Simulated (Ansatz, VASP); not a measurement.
# GaSb: VASP beside Ansatz

```
CELL_PARAMETERS angstrom
0.00000 3.05595 3.05595
3.05595 0.00000 3.05595
3.05595 3.05595 0.00000
ATOMIC_POSITIONS crystal
Ga 0.00000 0.00000 0.00000
Sb 0.25000 0.25000 0.25000
```

Alike in both runs: task single point; functional r2SCAN; k mesh 12 × 12 × 12; occupations gaussian, width 0.1 eV; no spin polarisation.

|  | VASP | Ansatz |
| --- | --- | --- |
| version | VASP 6.6.1 | Ansatz 0.2.0 |
| potentials or method | VASP PAW PBE potentials, release 64 (Ga_d, Sb), cutoff 520 eV | scalar-relativistic, plane waves, PAW |
| valence electrons in the cell | 18 | 28 |

Ansatz gave:

* gap on the k mesh at the Fermi level (eV): 0.49
* least direct gap on the mesh (eV): 0.49
* pressure (GPa): 0.6

Q: Estimate VASP's values.

A: gap on the k mesh at the Fermi level (eV): 0.47; least direct gap on the mesh (eV): 0.47; pressure (GPa): 0.6.

VASP's potentials were made for PBE, not for r2SCAN. The functional is the same, so the differences come from potentials, cutoffs and numerics. VASP's potentials hold 18 valence electrons a cell and Ansatz's 28, so a difference there can come from the potentials and not from the codes.

Neither program's run includes spin-orbit coupling.
